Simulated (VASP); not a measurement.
Set up this calculation in VASP 6.6.1, as the native input.

```yaml
Task: relaxation of cell and atoms
Functional: PBE
Potentials_or_basis: VASP PAW PBE potentials, release 64 (Cd, Se)
Cutoff: 600 eV
k_mesh: 5 × 5 × 2
Occupations: gaussian, width 0.2 eV
Spin: no spin polarisation
Dipole_correction: no
Further_INCAR_settings: ALGO = Normal; EDIFF = 1e-06; IBRION = 2; EDIFFG = -0.08; NSW = 36; ISIF = 3
```

The structure of Cd4Se3 lies in POSCAR:

```
Cd4Se3
1.0
    4.2000000000      0.0000000000      0.0000000000
   -2.1000000000      3.6373067000      0.0000000000
    0.0000000000      0.0000000000     11.2500000000
Cd Se
4 3
Direct
    0.0000000000      0.0000000000      0.3800000000
    0.0000000000      0.0000000000      0.6200000000
    0.6666666700      0.3333333300      0.8600000000
    0.3333333300      0.6666666700      0.1400000000
    0.6666666700      0.3333333300      0.2850000000
    0.3333333300      0.6666666700      0.7150000000
    0.0000000000      0.0000000000      0.0000000000
```

The input as run:

INCAR

```
PREC = Accurate
ENCUT = 600
EDIFF = 1E-6
ISMEAR = 0
SIGMA = 0.2
LREAL = False
LASPH = True
NELM = 80
ALGO = Normal
ISIF = 3
LWAVE = False
LCHARG = False
GGA = PE
IBRION = 2
NSW = 36
EDIFFG = -0.08
```

KPOINTS

```
Automatic mesh
0
Gamma
  5 5 2
```

Potentials or basis: VASP PAW PBE potentials, release 64 (Cd, Se).

The run is started by

```bash
$ cat potpaw_PBE.64/Cd/POTCAR potpaw_PBE.64/Se/POTCAR > POTCAR
$ mpirun -np 1 vasp_std > vasp.out
```

It gave:

```yaml
Relaxed_volume: 25.95 Å³/atom
Relaxed_cell: a = 4.093 Å, b = 4.093 Å, c = 12.518 Å, α = 90.00°, β = 90.00°, γ = 120.00°
Space_group_after_relaxing_to_0.1_Å: P-3m1 (No. 164)
Energy_gained_by_relaxing: 84.2 meV/atom
Ionic_steps: 11
Pressure_after_relaxing: -0.1 GPa
Largest_force_after_relaxing: 0.048 eV/Å
Band_gap_on_the_k_mesh: 0.08 eV (least direct gap 0.20 eV)
```

Caveat: the smearing spreads over this small gap; semilocal functionals underestimate gaps, and a narrow one can read as zero; the relaxation stopped at a loose force limit of 0.08 eV/Å, so its end isn't a converged minimum.

Run time: 19 min on 1 thread of Intel Xeon 8259CL (shared host), peak memory 0.38 GiB.
